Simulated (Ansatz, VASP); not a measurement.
**Mo3Ru: VASP beside Ansatz**

```
CELL_PARAMETERS angstrom
2.89707 0.00000 0.00000
-1.44853 2.50893 0.00000
0.00000 0.00000 9.26473
ATOMIC_POSITIONS crystal
Mo 0.33333 0.66667 0.50000
Mo 0.66667 0.33333 0.25000
Mo 0.66667 0.33333 0.75000
Ru 0.33333 0.66667 0.00000
```

Alike in both runs: task relaxation of cell and atoms; functional PBE; k mesh 6 × 6 × 2; occupations gaussian, width 0.1 eV; no spin polarisation.

```csv
,VASP,Ansatz
version,VASP 6.6.1,Ansatz 0.2.0
potentials or method,"VASP PAW PBE potentials, release 64 (Mo_sv, Ru_pv), cutoff 600 eV","scalar-relativistic, plane waves, PAW"
valence electrons in the cell,56,58
```

```csv
,VASP,Ansatz,Ansatz less VASP
"gap on the k mesh at the Fermi level, each at its own relaxed structure (eV)",none,none,-
relaxed volume (Å³/atom),15.45,15.42,-0.027
relaxed cell length with the largest relative difference (Å),9.259,9.251,-0.0084
```

A gap of «none» marks a metal or a gap that the smearing closes. VASP's potentials hold 56 valence electrons a cell and Ansatz's 58, so a difference there can come from the potentials and not from the codes.

The k mesh is coarse, so the values compare programs but aren't converged.
